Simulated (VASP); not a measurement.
The system is Cu.

```
CELL_PARAMETERS angstrom
0.00000 1.80750 1.80750
1.80750 0.00000 1.80750
1.80750 1.80750 0.00000
ATOMIC_POSITIONS crystal
Cu 0.00000 0.00000 0.00000
```

| Property | Result |
| --- | --- |
| Program | VASP 6.6.1 |
| Task | relaxation of cell and atoms |
| Functional | PBEsol |
| Potentials or basis | VASP PAW PBE potentials, release 64 (Cu) |
| Cutoff | 600 eV |
| k mesh | 11 × 11 × 11 |
| Occupations | fermi-dirac, width 0.1 eV |
| Spin | no spin polarisation |

At the start: pressure -5.9 GPa; volume 11.81 Å³/atom.

Question: How do energy, volume and symmetry change on relaxing?

Answer: Over 3 steps the energy falls by 8.9 meV/atom and the volume is 11.35 Å³/atom (-3.9 %); space group Fm-3m (No. 225, to 0.05 Å).

The path:
| step | energy change (eV) | largest force (eV/Å) | pressure (GPa) | volume (Å³) |
| --- | --- | --- | --- | --- |
| 1 | 0.0000 | 0.0000 | -5.93 | 11.81 |
| 2 | -0.0054 | 0.0000 | 4.27 | 11.08 |
| 3 | -0.0089 | 0.0000 | 0.03 | 11.35 |

Final structure:
```yaml
crystal:
  lattice:
    - [0.00000, 1.78363, 1.78363]
    - [1.78363, 0.00000, 1.78363]
    - [1.78363, 1.78363, 0.00000]
  atoms:
    - { symbol: Cu, position: [0.00000, 0.00000, 0.00000] }
```

Caveat: the PAW data sets were made with another functional, which shifts forces and pressure a little.
